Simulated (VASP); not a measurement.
# MoS2 (R3m) in VASP: notebook, part 3 of 3

VASP 6.6.1. Earlier steps stand in the parts before.

## (4) Electric field gradients, PBE (16.62 Å³/atom)

This run uses another cell than the first one, of 16.62 Å³/atom.

Input file INCAR:

```
SYSTEM = MoS2
ALGO = Normal
EDIFF = 1E-8
ENCUT = 520
GGA = PE
ISIF = 2
ISMEAR = -1
LASPH = .True.
LCHARG = .False.
LEFG = .True.
LREAL = .False.
LWAVE = .False.
NBANDS = 20
NELM = 80
PREC = Accurate
SIGMA = 0.05
```

Input file KPOINTS:

```
k-points
0
Gamma
  13 13 13
  0 0 0
```

Input file POSCAR:

```
MoS2
1.0
    1.5492157804      0.8944401478      5.9983290071
   -1.5492157804      0.8944401478      5.9983290071
    0.0000000000     -1.7888802957      5.9983290071
Mo S
1 2
Direct
    0.0000000000      0.0000000000      0.0000000000
    0.7484000000      0.7484000000      0.7484000000
    0.5849000000      0.5849000000      0.5849000000
```

Potentials or basis: VASP PAW PBE potentials, release 64 (Mo_sv, S).

Started as:

```sh
> cat potpaw_PBE.64/Mo_sv/POTCAR potpaw_PBE.64/S/POTCAR > POTCAR
> mpirun -np 1 vasp_std > vasp.out
```

OUTCAR:

```text
SYSTEM = MoS2
   EDIFF = 1E-8
   ENCUT = 520
   GGA = PE
   ISIF = 2
   ISMEAR = -1
   LASPH = .True.
   LREAL = .False.
   NELM = 80
   PREC = Accurate

 ion  position               nearest neighbor table
   1  0.000  0.000  0.000-   2 2.32   2 2.32   2 2.32   3 2.32   3 2.32   3 2.32
   2  0.748  0.748  0.748-   1 2.32   1 2.32   1 2.32
   3  0.585  0.585  0.585-   1 2.32   1 2.32   1 2.32

  LATTYP: Found a trigonal (rhomboedric) cell.
 ALAT       =     6.2593964237
 COS(alpha) =     0.8774851014

  Lattice vectors:

 A1 = (   1.5492157804,   0.8944401478,   5.9983290071)
 A2 = (  -1.5492157804,   0.8944401478,   5.9983290071)
 A3 = (   0.0000000000,  -1.7888802957,   5.9983290071)

Analysis of symmetry for initial positions (statically):
=====================================================================
 Subroutine PRICEL returns:
 Original cell was already a primitive cell.

 Routine SETGRP: Setting up the symmetry group for a
 trigonal (rhombohedral) supercell.

 Subroutine GETGRP returns: Found  6 space group operations
 (whereof  6 operations were pure point group operations)
 out of a pool of 12 trial point group operations.

The static configuration has the point symmetry C_3v.

Analysis of symmetry for dynamics (positions and initial velocities):
=====================================================================
 Subroutine PRICEL returns:
 Original cell was already a primitive cell.

 Routine SETGRP: Setting up the symmetry group for a
 trigonal (rhombohedral) supercell.

 Subroutine GETGRP returns: Found  6 space group operations
 (whereof  6 operations were pure point group operations)
 out of a pool of 12 trial point group operations.

The dynamic configuration has the point symmetry C_3v.

 Subroutine INISYM returns: Found  6 space group operations
 (whereof  6 operations are pure point group operations),
 and found     1 'primitive' translations

----------------------------------------------------------------------------------------

                                     Primitive cell

  volume of cell :      49.8706

  direct lattice vectors                    reciprocal lattice vectors
     1.549215780  0.894440148  5.998329007     0.322743937  0.186336299  0.055571032
    -1.549215780  0.894440148  5.998329007    -0.322743937  0.186336299  0.055571032
     0.000000000 -1.788880296  5.998329007     0.000000000 -0.372672598  0.055571032

  length of vectors
     6.259396424  6.259396424  6.259396424     0.376793053  0.376793053  0.376793053

  position of ions in fractional coordinates (direct lattice)
     0.000000000  0.000000000  0.000000000
     0.748400000  0.748400000  0.748400000
[... 81 lines left out ...]
   EDIFFG = 0.1E-06   stopping-criterion for IOM
   NSW    =      0    number of steps for IOM
   IBRION =     -1    ionic relax: 0-MD 1-quasi-New 2-CG
   NFREE  =      0    steps in history (QN), initial steepest desc. (CG)
   ISIF   =      2    stress and relaxation
   ISYM   =      2    0-nonsym 1-usesym 2-fastsym
   POTIM  = 0.5000    time-step for ionic-motion
   TEBEG  =    0.0;   TEEND  =   0.0 temperature during run
   PSTRESS=    0.0 pullay stress
   NELECT =      26.0000    total number of electrons
   NUPDOWN=      -1.0000    fix difference up-down
   EMIN   =  10.00;   EMAX   =-10.00  energy-range for DOS
   EFERMI =   0.00;   METHOD = LEGACY
   ISMEAR =    -1;   SIGMA  =   0.05  broadening in eV -4-tet -1-fermi 0-gaus
   EFERMI_NEDOS =   21; number of points for ismear=-14 and -15
   IALGO  =     38    algorithm
   IMIX   =      4    mixing-type and parameters
     AMIX     =   0.40;   BMIX     =  1.00
     AMIX_MAG =   1.60;   BMIX_MAG =  1.00
  volume/ion in A,a.u.               =      16.62       112.18
  Fermi-wavevector in a.u.,A,eV,Ry     =   1.317602  2.489907 23.620748  1.736076
  Thomas-Fermi vector in A             =   2.447632
   LORBIT       =      0    0 simple, 1 ext, 2 COOP (PROOUT), +10 PAW based schemes
   GGA     = PE    functional components
   LHFCALC =     F    Hartree Fock is set to
   AEXX    =    0.0000 exact exchange contribution
   IVDW    =     0    specifies the selected vdW correction
   LEPSILON=     F    determine dielectric tensor
   LRPA    =     F    only Hartree local field effects (RPA)
 non-spin polarized calculation
  energy-cutoff  :      520.00
  volume of cell :       49.87
 maximum number of plane-waves:      1360
   NGX = 23   NGY = 23   NGZ = 23

 number of electron      26.0000001 magnetization

 Free energy of the ion-electron system (eV)
  ---------------------------------------------------
  ext. energy  EPLUGINS =         0.00000000
  ---------------------------------------------------
  free energy    TOTEN  =       -21.42432067 eV

  energy without entropy =      -21.42431486  energy(sigma->0) =      -21.42431777

 E-fermi :   9.0119     XC(G=0): -11.1057

 val. band max:        8.7102896725   @ k =   0.4615   0.4615   0.4615
 cond. band min:       9.4649962993   @ k =  -0.3077   0.3077   0.0000
 fundamental gap:      0.7547066268
 Fermi energy:         9.0119438720

 k-point     1 :       0.0000    0.0000    0.0000
  band No.  band energies     occupation
      1     -53.0129      2.00000
      2     -27.2604      2.00000
      3     -26.9671      2.00000
      4     -26.9671      2.00000
      5      -7.1359      2.00000
      6      -5.0733      2.00000
[... 541 lines left out ...]
     19      16.6061      0.00000
     20      17.3159      0.00000

 [... further k-points ...]

------------------------ aborting loop because EDIFF is reached ----------------------------------------

  FORCE on cell =-STRESS in cart. coord.  units (eV):
  Direction    XX          YY          ZZ          XY          YZ          ZX
  --------------------------------------------------------------------------------------
  -------------------------------------------------------------------------------------
  Total        5.8143357      5.8143357      8.4201840      0.0000000     -0.0000000      0.0000000
  in kB      186.7953042    186.7953042    270.5125585      0.0000000     -0.0000000      0.0000000
  external PRESSURE =     214.7010556 kB  Pullay stress =       0.0000000 kB

 VOLUME and BASIS-vectors are now :
 -----------------------------------------------------------------------------
  energy-cutoff  :      520.00
  volume of cell :       49.87
      direct lattice vectors                 reciprocal lattice vectors
     1.549215780  0.894440148  5.998329007     0.322743937  0.186336299  0.055571032
    -1.549215780  0.894440148  5.998329007    -0.322743937  0.186336299  0.055571032
     0.000000000 -1.788880296  5.998329007     0.000000000 -0.372672598  0.055571032

 POSITION                                       TOTAL-FORCE (eV/Angst)
 -----------------------------------------------------------------------------------
      0.00000      0.00000      0.00000         0.000000      0.000000     -0.002854
      0.00000     -0.00000     13.46745         0.000000     -0.000000      2.535082
      0.00000     -0.00000     10.52527         0.000000      0.000000     -2.532228
 -----------------------------------------------------------------------------------
    total drift:                                0.000000      0.000000     -0.000011

  FREE ENERGIE OF THE ION-ELECTRON SYSTEM (eV)
  ---------------------------------------------------
  free  energy   TOTEN  =       -21.4243206689 eV

  energy  without entropy=      -21.4243148628  energy(sigma->0) =      -21.42431777

 Electric field gradients (V/A^2)
---------------------------------------------------------------------
 ion       V_xx      V_yy      V_zz      V_xy      V_xz      V_yz
---------------------------------------------------------------------
   1      50.317    50.317  -100.633     0.000    -0.000     0.000
   2      33.743    33.743   -67.487     0.000    -0.000     0.000
   3      32.915    32.915   -65.831     0.000     0.000     0.000
---------------------------------------------------------------------

 Electric field gradients after diagonalization (V/A^2)
 (convention: |V_zz| > |V_xx| > |V_yy|)
----------------------------------------------------------------------
 ion       V_xx      V_yy      V_zz     asymmetry (V_yy - V_xx)/ V_zz
----------------------------------------------------------------------
   1      50.317    50.317  -100.633       0.000
   2      33.743    33.743   -67.487       0.000
   3      32.915    32.915   -65.831       0.000
----------------------------------------------------------------------

           NMR quadrupolar parameters

 Cq : quadrupolar parameter    Cq=e*Q*V_zz/h
 eta: asymmetry parameters     (V_yy - V_xx)/ V_zz
 Q  : nuclear electric quadrupole moment in mb (millibarn)
----------------------------------------------------------------------
 ion       Cq(MHz)       eta       Q (mb)
----------------------------------------------------------------------
   1      -0.243       0.000       1.000
   2      -0.163       0.000       1.000
   3      -0.159       0.000       1.000
----------------------------------------------------------------------
```

OSZICAR:

```text
N       E                     dE             d eps       ncg     rms          rms(c)
DAV:   1     0.186177068185E+03    0.18618E+03   -0.13579E+04  9264   0.124E+03
DAV:   2    -0.155809180358E+02   -0.20176E+03   -0.19632E+03 11248   0.322E+02
DAV:   3    -0.226452895675E+02   -0.70644E+01   -0.70015E+01 11452   0.567E+01
DAV:   4    -0.227226290411E+02   -0.77339E-01   -0.77297E-01 11368   0.631E+00
DAV:   5    -0.227237686945E+02   -0.11397E-02   -0.11396E-02 11636   0.745E-01    0.307E+01
DAV:   6    -0.216475313558E+02    0.10762E+01   -0.73683E+00  9996   0.178E+01    0.107E+01
DAV:   7    -0.215031442337E+02    0.14439E+00   -0.22995E+00  9572   0.939E+00    0.711E+00
DAV:   8    -0.214244205137E+02    0.78724E-01   -0.42749E-01 10328   0.423E+00    0.186E+00
DAV:   9    -0.214251675792E+02   -0.74707E-03   -0.16208E-02 10932   0.839E-01    0.724E-01
DAV:  10    -0.214242807985E+02    0.88678E-03   -0.55412E-03 10312   0.488E-01    0.997E-02
DAV:  11    -0.214243196873E+02   -0.38889E-04   -0.52216E-04 10672   0.164E-01    0.649E-02
DAV:  12    -0.214243104298E+02    0.92575E-05   -0.46344E-05 10776   0.470E-02    0.300E-02
DAV:  13    -0.214243207194E+02   -0.10290E-04   -0.13128E-05 10048   0.234E-02    0.406E-03
DAV:  14    -0.214243206238E+02    0.95647E-07   -0.91735E-07 11756   0.521E-03    0.355E-03
DAV:  15    -0.214243206446E+02   -0.20778E-07   -0.16632E-07 10176   0.268E-03    0.292E-03
DAV:  16    -0.214243206693E+02   -0.24742E-07   -0.10494E-08  8404   0.758E-04    0.533E-04
DAV:  17    -0.214243206689E+02    0.36334E-09   -0.23060E-09  6364   0.323E-04
   1 F= -.21424321E+02 E0= -.21424318E+02  d E =-.580613E-05
```

stdout:

```text
POSCAR found type information on POSCAR MoS
 POSCAR found :  2 types and       3 ions
 scaLAPACK will be used
 LDA part: xc-table for (Slater+PW92), standard interpolation
 POSCAR, INCAR and KPOINTS ok, starting setup
 FFT: planning ... GRIDC
 FFT: planning ... GRID_SOFT
 FFT: planning ... GRID
 WAVECAR not read
 entering main loop
ion   1

ion   2

ion   3
```

Run time: 10 min. Hardware: 1 thread of Intel Xeon Platinum 8259CL at 2.50GHz (Skylake/Cascade Lake), shared host; peak memory 0.46 GiB.

What came out:

```yaml
Free_energy: -21.4243 eV
Pressure: 21.5 GPa
Largest_force: 2.535 eV/Å
Band_gap_on_the_k_mesh: 0.75 eV (least direct gap 1.97 eV)
Largest_electric_field_gradient_by_atom: Mo -100.6; S -67.5, -65.8 V/Å²
```

Forces on the atoms (eV/Å):
```
Mo   0.000  0.000 -0.003
S    0.000  0.000  2.535
S    0.000  0.000 -2.532
```

Electric field gradients, principal values (V/Å²):
```tsv
atom	least	middle	greatest (by size)
1 Mo	50.317	50.317	-100.633
2 S	33.743	33.743	-67.487
3 S	32.915	32.915	-65.831
```

Caveat: the cell stands under pressure; without QUAD_EFG the Cq values of the log hold for a quadrupole moment of 1 mb, not for the nuclei; an odd mesh through Γ misses points on the zone boundary, where band edges can lie; forces of over 1 eV/Å act on the atoms, so gaps and moduli don't describe the material at rest.
